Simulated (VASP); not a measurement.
Runs of VASP 6.6.1 on C. The structure is that of space group P6_3/mmc (No. 194), or close to it. The cells are those of the table. 

| cell | gap on the mesh (eV) | pressure (GPa) | largest force (eV/Å) |
| --- | --- | --- | --- |
| a = 2.388, b = 2.388, c = 11.808 Å, angles 90.0, 90.0, 120.0°, 12 atoms | 4.87 | 93.5 | 0.18 |
| a = 2.344, b = 2.344, c = 12.429 Å, angles 90.0, 90.0, 120.0°, 12 atoms | 3.81 | 86.8 | 0.72 |
| a = 2.344, b = 2.344, c = 12.740 Å, angles 90.0, 90.0, 120.0°, 12 atoms | 3.02 | 72.4 | 0.59 |
| a = 2.653, b = 2.653, c = 12.274 Å, angles 90.0, 90.0, 120.0°, 12 atoms | 3.57 | -30.4 | 0.15 |
| a = 2.653, b = 2.653, c = 12.429 Å, angles 90.0, 90.0, 120.0°, 12 atoms | 3.72 | (c) | 0.07 |
| a = 2.344, b = 2.344, c = 12.118 Å, angles 90.0, 90.0, 120.0°, 12 atoms | 4.61 | (b) | 0.71 |
| a = 2.653, b = 2.653, c = 12.585 Å, angles 90.0, 90.0, 120.0°, 12 atoms | 3.83 | -39.1 | 0.09 |
| a = 2.344, b = 2.344, c = 11.963 Å, angles 90.0, 90.0, 120.0°, 12 atoms | (a) | 113.2 | 0.63 |

Alike in all rows: task single point; level PBE; potentials or basis VASP PAW PBE potentials, release 64 (C); no spin polarisation; k mesh 12 × 12 × 2; cutoff (eV) 520; smearing gaussian 0.05 eV.

Q: Estimate the missing entries.

A: (a) 5.02; (b) 103.7; (c) -35.0.

Caveats: the cell stands under pressure (at least some runs); the stress differs along the axes, from 10 to 125 GPa (at least some runs); the stress differs along the axes, from -23 to 120 GPa (at least some runs); the stress differs along the axes, from -51 to 11 GPa (at least some runs); the stress differs along the axes, from -51 to -3 GPa (at least some runs); the stress differs along the axes, from 50 to 131 GPa (at least some runs); the stress differs along the axes, from -51 to -16 GPa (at least some runs).

A k mesh can miss the band edges.
